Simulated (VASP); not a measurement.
# Au (P2_1/m) in VASP: single point with PBE

Aim: the single point of Au with PBE.

Program: VASP 6.6.1. These are calculated values, not measurements. Logs are shortened: lines on timing, memory, paths and dates and some standing lists are left out, and cuts for length are marked.

## (1) The cell of the first run

The typed cell holds 2 atoms: a = 2.917 Å, b = 2.917 Å, c = 4.890 Å, α = 90.00°, β = 90.00°, γ = 120.00°.

This isn't the form of Au at room conditions, which is fcc.

## (2) Single point, PBE

INCAR reads:

```
PREC = Accurate ; ENCUT = 520
EDIFF = 1E-7 ; ISMEAR = 0
SIGMA = 0.15 ; LREAL = F
LASPH = T ; NELM = 100
ALGO = Fast ; ISIF = 2
LWAVE = F ; LCHARG = F
GGA = PE ; NBANDS = 18
```

KPOINTS reads:

```
Automatic mesh
0
Gamma
  12 12 8
```

POSCAR reads:

```
Au
1.0
    2.9169619182      0.0000000000      0.0000000000
   -1.4584809591      2.5261631230      0.0000000000
    0.0000000000      0.0000000000      4.8900309000
Au
2
Direct
    0.3343254243      0.6666862570      0.7499936258
    0.6656745757      0.3333137430      0.2500063742
```

Potentials or basis: VASP PAW PBE potentials, release 64 (Au).

Run with:

```
cat potpaw_PBE.64/Au/POTCAR > POTCAR
mpirun -np 1 vasp_std > vasp.out
```

OUTCAR:

```text
PREC = Accurate
   ENCUT = 520
   EDIFF = 1E-7
   ISMEAR = 0
   LREAL = F
   LASPH = T
   NELM = 100
   ISIF = 2
   GGA = PE

 ion  position               nearest neighbor table
   1  0.334  0.667  0.750-   2 2.97   2 2.97   2 2.97   2 2.97   2 2.97   2 2.97
   2  0.666  0.333  0.250-   1 2.97   1 2.97   1 2.97   1 2.97   1 2.97   1 2.97

  LATTYP: Found a hexagonal cell.
 ALAT       =     2.9169619182
 C/A-ratio  =     1.6764123212

  Lattice vectors:

 A1 = (   2.9169619182,   0.0000000000,   0.0000000000)
 A2 = (  -1.4584809591,   2.5261631230,   0.0000000000)
 A3 = (   0.0000000000,   0.0000000000,   4.8900309000)

Analysis of symmetry for initial positions (statically):
=====================================================================
 Subroutine PRICEL returns:
 Original cell was already a primitive cell.

 Routine SETGRP: Setting up the symmetry group for a
 hexagonal supercell.

 Subroutine GETGRP returns: Found  2 space group operations
 (whereof  2 operations were pure point group operations)
 out of a pool of 24 trial point group operations.

The static configuration has the point symmetry S_2 .

Analysis of symmetry for dynamics (positions and initial velocities):
=====================================================================
 Subroutine PRICEL returns:
 Original cell was already a primitive cell.

 Routine SETGRP: Setting up the symmetry group for a
 hexagonal supercell.

 Subroutine GETGRP returns: Found  2 space group operations
 (whereof  2 operations were pure point group operations)
 out of a pool of 24 trial point group operations.

The dynamic configuration has the point symmetry S_2 .

 Subroutine INISYM returns: Found  2 space group operations
 (whereof  2 operations are pure point group operations),
 and found     1 'primitive' translations

----------------------------------------------------------------------------------------

                                     Primitive cell

  volume of cell :      36.0333

  direct lattice vectors                    reciprocal lattice vectors
     2.916961918  0.000000000  0.000000000     0.342822439  0.197928628  0.000000000
    -1.458480959  2.526163123  0.000000000     0.000000000  0.395857255  0.000000000
     0.000000000  0.000000000  4.890030900     0.000000000  0.000000000  0.204497685

  length of vectors
     2.916961918  2.916961918  4.890030900     0.395857255  0.395857255  0.204497685

  position of ions in fractional coordinates (direct lattice)
     0.334325424  0.666686257  0.749993626
     0.665674576  0.333313743  0.250006374

  ion indices of the primitive-cell ions
   primitive index   ion index
                 1           1
                 2           2

----------------------------------------------------------------------------------------

 KPOINTS: Automatic mesh

Automatic generation of k-mesh.
 Grid dimensions read from file:
 generate k-points for:   12   12    8

 Generating k-lattice:

  Cartesian coordinates                     Fractional coordinates (reciprocal lattice)
     0.028568537  0.016494052  0.000000000     0.083333333  0.000000000  0.000000000
     0.000000000  0.032988105  0.000000000     0.000000000  0.083333333  0.000000000
     0.000000000  0.000000000  0.025562211     0.000000000  0.000000000  0.125000000

  Length of vectors
     0.032988105  0.032988105  0.025562211

  Shift w.r.t. Gamma in fractional coordinates (k-lattice)
     0.000000000  0.000000000  0.000000000

 Subroutine IBZKPT returns following result:
 ===========================================

 Found    580 irreducible k-points:

 Following reciprocal coordinates:
            Coordinates               Weight
  0.000000  0.000000  0.000000      1.000000
  0.083333  0.000000  0.000000      2.000000
  0.000000  0.083333  0.000000      2.000000
 -0.083333  0.083333  0.000000      2.000000
  0.166667  0.000000  0.000000      2.000000
  0.000000  0.166667  0.000000      2.000000
[... 16 lines left out ...]
  0.166667  0.083333  0.000000      2.000000
 -0.083333  0.250000  0.000000      2.000000
 [... further k-points ...]
   k-points           NKPTS =    580   k-points in BZ     NKDIM =    580   number of bands    NBANDS=     18
   number of dos      NEDOS =    301   number of ions     NIONS =      2
   total plane-waves  NPLWV =  20736
   dimension x,y,z NGX =    24 NGY =   24 NGZ =   36
   dimension x,y,z NGXF=    48 NGYF=   48 NGZF=   72
   ions per type =               2
   NGX,Y,Z   is equivalent  to a cutoff of  13.68, 13.68, 12.24 a.u.
   NGXF,Y,Z  is equivalent  to a cutoff of  27.36, 27.36, 24.48 a.u.
 SYSTEM =  unknown system
   PREC   = accura    normal or accurate (medium, high low for compatibility)
   ISTART =      0    job   : 0-new  1-cont  2-samecut
   ICHARG =      2    charge: 1-file 2-atom 10-const
   ISPIN  =      1    spin polarized calculation?
   LNONCOLLINEAR =      F non collinear calculations
   LSORBIT =      F    spin-orbit coupling
   LASPH  =      T    aspherical Exc in radial PAW
   ENCUT  =  520.0 eV  38.22 Ry    6.18 a.u.   5.42  5.42  9.09*2*pi/ulx,y,z
   NELM   =    100;   NELMIN=  2; NELMDL= -5     # of ELM steps
   EDIFF  = 0.1E-06   stopping-criterion for ELM
   LREAL  =      F    real-space projection
   EDIFFG = 0.1E-05   stopping-criterion for IOM
   NSW    =      0    number of steps for IOM
   IBRION =     -1    ionic relax: 0-MD 1-quasi-New 2-CG
   NFREE  =      0    steps in history (QN), initial steepest desc. (CG)
   ISIF   =      2    stress and relaxation
   ISYM   =      2    0-nonsym 1-usesym 2-fastsym
   POTIM  = 0.5000    time-step for ionic-motion
   TEBEG  =    0.0;   TEEND  =   0.0 temperature during run
   PSTRESS=    0.0 pullay stress
   NELECT =      22.0000    total number of electrons
   NUPDOWN=      -1.0000    fix difference up-down
   EMIN   =  10.00;   EMAX   =-10.00  energy-range for DOS
   EFERMI =   0.00;   METHOD = LEGACY
   ISMEAR =     0;   SIGMA  =   0.15  broadening in eV -4-tet -1-fermi 0-gaus
   EFERMI_NEDOS =   21; number of points for ismear=-14 and -15
   IALGO  =     68    algorithm
   IMIX   =      4    mixing-type and parameters
     AMIX     =   0.40;   BMIX     =  1.00
     AMIX_MAG =   1.60;   BMIX_MAG =  1.00
  volume/ion in A,a.u.               =      18.02       121.58
  Fermi-wavevector in a.u.,A,eV,Ry     =   1.388826  2.624500 26.243426  1.928837
  Thomas-Fermi vector in A             =   2.512915
   LORBIT       =      0    0 simple, 1 ext, 2 COOP (PROOUT), +10 PAW based schemes
   GGA     = PE    functional components
   LHFCALC =     F    Hartree Fock is set to
   AEXX    =    0.0000 exact exchange contribution
   IVDW    =     0    specifies the selected vdW correction
   LEPSILON=     F    determine dielectric tensor
   LRPA    =     F    only Hartree local field effects (RPA)
 non-spin polarized calculation
 RMM-DIIS sequential band-by-band and
 Gauss-broadening in eV      SIGMA  =   0.15
  energy-cutoff  :      520.00
  volume of cell :       36.03
 maximum number of plane-waves:       996
 NGX is ok and might be reduce to    24
   NGX = 11   NGY = 11   NGZ = 19

 number of electron      21.9999998 magnetization

 Free energy of the ion-electron system (eV)
  ---------------------------------------------------
  ext. energy  EPLUGINS =         0.00000000
  ---------------------------------------------------
  free energy    TOTEN  =        -6.41854877 eV

  energy without entropy =       -6.40768380  energy(sigma->0) =       -6.41311629

 E-fermi :   8.5819     XC(G=0): -12.3837

 val. band max:        8.5655710338   @ k =   0.2500   0.2500   0.2500
 cond. band min:       8.6009395252   @ k =   0.0833   0.0000   0.0000
 fundamental gap:      0.0353684913
 Fermi energy:         8.5818801607

 k-point     1 :       0.0000    0.0000    0.0000
  band No.  band energies     occupation
      1      -0.7082      2.00000
      2       1.6756      2.00000
      3       4.0190      2.00000
      4       4.2706      2.00000
      5       4.2738      2.00000
      6       4.5536      2.00000
[... 10 lines left out ...]
     17      26.4757      0.00000
     18      26.5120      0.00000

 k-point     2 :       0.0833    0.0000    0.0000
  band No.  band energies     occupation
      1      -0.4993      2.00000
      2       1.8448      2.00000
      3       3.9457      2.00000
      4       4.3343      2.00000
      5       4.4056      2.00000
      6       4.4875      2.00000
[... 10 lines left out ...]
     17      25.4259      0.00000
     18      26.1762      0.00000

 k-point     3 :       0.0000    0.0833    0.0000
  band No.  band energies     occupation
      1      -0.4992      2.00000
      2       1.8450      2.00000
      3       3.9447      2.00000
      4       4.3322      2.00000
      5       4.4070      2.00000
      6       4.4908      2.00000
[... 10 lines left out ...]
     17      25.4339      0.00000
     18      26.1644      0.00000

 k-point     4 :      -0.0833    0.0833    0.0000
  band No.  band energies     occupation
      1      -0.4991      2.00000
      2       1.8452      2.00000
      3       3.9439      2.00000
      4       4.3302      2.00000
      5       4.4083      2.00000
      6       4.4939      2.00000
[... 375 lines left out ...]
      4       4.3637      2.00000
      5       4.4640      2.00000
      6       4.6870      2.00000
[... 10 lines left out ...]
     17      25.3861      0.00000
     18      26.2073      0.00000

 k-point    23 :       0.1667    0.0833    0.0000
  band No.  band energies     occupation
      1       0.6466      2.00000
      2       2.5912      2.00000
      3       3.6203      2.00000
      4       4.0103      2.00000
      5       4.1947      2.00000
      6       4.5992      2.00000
[... 10 lines left out ...]
     17      25.5400      0.00000
     18      25.6681      0.00000

 k-point    24 :      -0.0833    0.2500    0.0000
  band No.  band energies     occupation
      1       0.6476      2.00000
      2       2.5934      2.00000
      3       3.6182      2.00000
      4       4.0159      2.00000
      5       4.1971      2.00000
      6       4.5898      2.00000
[... 10 lines left out ...]
     17      25.5487      0.00000
     18      25.6736      0.00000

 [... further k-points ...]
[... 5 lines left out ...]
  --------------------------------------------------------------------------------------
  -------------------------------------------------------------------------------------
  Total        0.0605596      0.0606658     -0.1796841     -0.0029503     -0.0000000     -0.0000026
  in kB        2.6927098      2.6974318     -7.9894412     -0.1311829     -0.0000007     -0.0001147
  external PRESSURE =      -0.8664332 kB  Pullay stress =       0.0000000 kB

 VOLUME and BASIS-vectors are now :
 -----------------------------------------------------------------------------
  energy-cutoff  :      520.00
  volume of cell :       36.03
      direct lattice vectors                 reciprocal lattice vectors
     2.916961918  0.000000000  0.000000000     0.342822439  0.197928628  0.000000000
    -1.458480959  2.526163123  0.000000000     0.000000000  0.395857255  0.000000000
     0.000000000  0.000000000  4.890030900     0.000000000  0.000000000  0.204497685

 POSITION                                       TOTAL-FORCE (eV/Angst)
 -----------------------------------------------------------------------------------
      0.00287      1.68416      3.66749        -0.002602     -0.000008      0.000388
      1.45562      0.84200      1.22254         0.002602      0.000008     -0.000388
 -----------------------------------------------------------------------------------
    total drift:                                0.000000     -0.000000      0.000000

  FREE ENERGIE OF THE ION-ELECTRON SYSTEM (eV)
  ---------------------------------------------------
  free  energy   TOTEN  =        -6.4185487728 eV

  energy  without entropy=       -6.4076837975  energy(sigma->0) =       -6.41311629
```

It took 4.9 min on 1 thread of Intel Xeon Platinum 8259CL at 2.50GHz (Skylake/Cascade Lake), shared host; peak memory 0.4 GiB.

Results:

- Free energy: -6.4185 eV
- Pressure: -0.1 GPa
- Band gap on the k mesh: zero (bands 11 and 12 overlap by 6.58 eV)

Forces on the atoms (eV/Å):
```
Au  -0.003  0.000  0.000
Au   0.003  0.000  0.000
```

Stress tensor (GPa, compression positive):
```
 0.27 -0.01  0.00
-0.01  0.27  0.00
 0.00  0.00 -0.80
```

Levels at points of the mesh, in eV from the Fermi level:
```tsv
k point	band 8	band 9	band 10	band 11	band 12	band 13	band 14	band 15
(0.00, 0.00, 0.00)	-3.41	-3.40	-2.16	-2.15	-0.88	2.42	14.59	15.68
(0.50, 0.00, 0.00)	-1.94	-1.87	-1.70	0.34	1.44	5.60	6.98	7.07
(0.00, 0.50, 0.00)	-1.94	-1.87	-1.70	0.35	1.43	5.61	6.97	7.10
(0.50, 0.50, 0.00)	-1.94	-1.87	-1.70	0.36	1.43	5.62	6.95	7.12
(0.00, 0.00, 0.50)	-4.35	-2.58	-2.58	-2.57	-2.57	10.29	10.29	14.86
(0.50, 0.00, 0.50)	-2.35	-1.77	-1.77	0.57	0.57	3.66	3.66	13.01
(0.00, 0.50, 0.50)	-2.34	-1.77	-1.77	0.56	0.56	3.67	3.67	12.99
(0.50, 0.50, 0.50)	-2.33	-1.77	-1.77	0.55	0.55	3.67	3.67	12.98
```

Caveat: spin-orbit coupling is left out, which moves the levels of the heavy elements.

The gap in the log of VASP goes by the Fermi energy; the results here count the filled bands.